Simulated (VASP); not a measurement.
Set up this calculation in VASP 6.6.1, as the native input.

```
Task                   : single point
Functional             : PBE
Dispersion             : D3(BJ)
Potentials or basis    : VASP PAW PBE potentials, release 64 (H, C)
Cutoff                 : 520 eV
k mesh                 : 1 × 1 × 1
Occupations            : fermi-dirac, width 0.05 eV
Spin                   : no spin polarisation
Dipole correction      : no
Further INCAR settings : LREAL = Auto; ALGO = Normal; EDIFF = 1e-06; NBANDS = 40
```

The structure of H6C lies in POSCAR:

```
H6C
1.0
    7.1919660000      0.0000000000      0.0000000000
    0.0000000000      7.1919660000      0.0000000000
    0.0000000000      0.0000000000      7.1919660000
H C
24 4
Direct
    0.9554967307      0.1010850163      0.9609194482
    0.8969869991      0.1379316866      1.0352523913
   -0.2687165095      0.0409762783      0.6510459032
   -0.2550623849      0.0497499571      0.5454280512
    0.1916583032      0.5286315314      0.2468170734
    0.1352203278      0.4397823905      0.2126817618
    0.4572185130      0.0777812353      0.7581515263
    0.3700100918      0.1435907789      0.7628095016
    0.0248471697      0.7605013706      0.9674267092
   -0.1981516598      0.6512127560      1.0304692764
   -0.0220940978      0.5279085023      0.9080270958
   -0.1505290765      0.7193999527      0.7945393513
    0.4537006988      0.9695540830      0.3518926536
    0.2826348178      0.9219593085      0.1803679272
    0.2406713269      0.8729740936      0.4228885398
    0.3804940123      0.7240857368      0.3106243828
    0.3565506289      0.7030066605      0.7027007636
    0.3531440499      0.4860006290      0.6233344262
    0.2621119177      0.5206504035      0.8544117144
    0.4972214830      0.5145741790      0.8246284813
    0.7000589269      0.4351661284      0.1838996458
    0.8590418809      0.3895457793      0.3796180349
    0.7021863007      0.2107768585      0.2825652958
    0.6105284702      0.3997933249      0.4188284539
   -0.0825921591      0.6657567625      0.9245316232
    0.3453019661      0.8753378423      0.3122651025
    0.3646708007      0.5567740448      0.7559963437
    0.7261853018      0.3647681316      0.3163669016
```

The input as run:

INCAR

```
ALGO     = Normal         # electronic algorithm
EDIFF    = 1E-6           # SCF threshold, eV
ENCUT    = 520            # plane-wave cutoff, eV
GGA      = PE             # functional
ISIF     = 2              # what is computed and relaxed
ISMEAR   = -1             # smearing method
IVDW     = 12             # dispersion correction
LASPH    = True           # aspherical terms in the spheres
LCHARG   = False          # write CHGCAR
LREAL    = Auto         
LWAVE    = False          # write WAVECAR
NBANDS   = 40             # bands
NELM     = 100            # most SCF steps
PREC     = Accurate       # precision mode
SIGMA    = 0.05           # smearing width, eV
```

KPOINTS

```
k-points
0
Gamma
  1 1 1
```

Potentials or basis: VASP PAW PBE potentials, release 64 (H, C).

The run is started by

```bash
$ cat potpaw_PBE.64/H/POTCAR potpaw_PBE.64/C/POTCAR > POTCAR
$ mpirun -np 1 vasp_gam > vasp.out
```

Results of the run:

* Pressure: -0.7 GPa
* Largest force: 2.903 eV/Å
* Band gap on the k mesh: 7.84 eV
* Dispersion energy per atom: -0.022 eV

Caveat: the k points lie up to 0.87 Å⁻¹ apart.

Wall time 37 s on 1 thread of Intel Xeon 6975P-C, with other jobs on the host, peak memory 0.33 GiB.
